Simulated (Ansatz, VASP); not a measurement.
# C in VASP and in Ansatz

```xyz
4
Lattice="2.4996 0.0000 0.0000 -1.2498 2.1647 0.0000 0.0000 0.0000 4.1190" Properties=species:S:1:pos:R:3 pbc="T T T"
C     0.0000    1.4431   -0.0011
C     1.2498    0.7216    2.0584
C     0.0000    1.4431    1.5416
C     1.2498    0.7216    3.6011
```

Change from the starting cell: strained cell.

Alike in both runs: functional PBEsol; k mesh 9 × 9 × 6; occupations gaussian, width 0.02 eV; no spin polarisation.

Ansatz relaxed the structure, and its values are those at the end. VASP's run is a single point on that final structure, the one shown.

|  | VASP | Ansatz |
| --- | --- | --- |
| version | VASP 6.6.1 | Ansatz 0.2.0 |
| potentials or method | VASP PAW PBE potentials, release 64 (C_h), cutoff 1300 eV | scalar-relativistic, plane waves, PAW |
| valence electrons in the cell | 16 | 16 |

Ansatz gave:

```
gap on the k mesh at the Fermi level (eV) : 3.05
least direct gap on the mesh (eV)         : 4.81
pressure (GPa)                            : 4.4
```

Question: Which values does VASP return?

Answer: gap on the k mesh at the Fermi level (eV): 3.03; least direct gap on the mesh (eV): 4.81; pressure (GPa): 4.6.

VASP's potentials were made for PBE, not for PBEsol, and Ansatz warns of the same on its side. With one functional, cell and mesh, what is left measures potentials, basis and numerics. Ansatz's warnings: stress scf threshold loose.
